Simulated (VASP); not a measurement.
Set up this calculation in VASP 6.6.1, as the native input.

```
Task                   : single point
Functional             : r2SCAN
Potentials or basis    : VASP PAW PBE potentials, release 64 (W_sv, C)
Cutoff                 : 520 eV
k mesh                 : 7 × 7 × 5
Occupations            : fermi-dirac, width 0.005 eV
Spin                   : no spin polarisation
Dipole correction      : no
Further INCAR settings : ALGO = Normal; EDIFF = 1e-06; NBANDS = 16
```

WC:

```xyz
2
Lattice="1.6403 -2.1180 0.0000 1.6403 2.1180 0.0000 0.0000 0.0000 4.3094" Properties=species:S:1:pos:R:3 pbc="T T T"
W     1.7019    0.0167    2.1284
C     0.0061    0.0227   -0.0415
```

These files were run (other wordings do the same):

POSCAR

```
WC
1.0
    1.6403461100     -2.1180379000      0.0000000000
    1.6403461100      2.1180379000      0.0000000000
    0.0000000000      0.0000000000      4.3094211000
W C
1 1
Direct
    0.5148190000      0.5227010000      0.4938880000
   -0.0034950000      0.0072040000     -0.0096200000
```

INCAR.step1

```
  ALGO = Normal
  EDIFF = 1E-4
  ENCUT = 520
  GGA = PE
  ISMEAR = -1
  LASPH = T
  LCHARG = F
  LREAL = F
  LWAVE = T
  NBANDS = 16
  NELM = 60
  PREC = Accurate
  SIGMA = 0.005
```

INCAR.step2

```
  ALGO = Normal
  EDIFF = 1E-6
  ENCUT = 520
  ISIF = 2
  ISMEAR = -1
  ISTART = 1
  LASPH = T
  LCHARG = F
  LMIXTAU = T
  LREAL = F
  LWAVE = F
  METAGGA = R2SCAN
  NBANDS = 16
  NELM = 60
  PREC = Accurate
  SIGMA = 0.005
```

KPOINTS

```
k-points
0
Gamma
  7 7 5
```

Potentials or basis: VASP PAW PBE potentials, release 64 (W_sv, C).

Run with:

```console
$ cat potpaw_PBE.64/W_sv/POTCAR potpaw_PBE.64/C/POTCAR > POTCAR
$ cp INCAR.step1 INCAR
$ mpirun -np 1 vasp_std > vasp.out
$ cp INCAR.step2 INCAR
$ mpirun -np 1 vasp_std > vasp.out
```

Results of the run:

```json
{
 "Pressure": "-33.9 GPa",
 "Largest force": "0.219 eV/Å",
 "Band gap on the k mesh": "zero (bands 9 and 10 overlap by 4.05 eV)"
}
```

Caveat: the cell stands under tension; the PAW data sets were made with another functional, which shifts forces and pressure a little; spin-orbit coupling is left out, which moves the levels of the heavy elements.

Run time: 72 s on 1 thread of Intel(R) Xeon(R) 6975P-C (Granite Rapids), with other jobs on the host, peak memory 0.18 GiB.
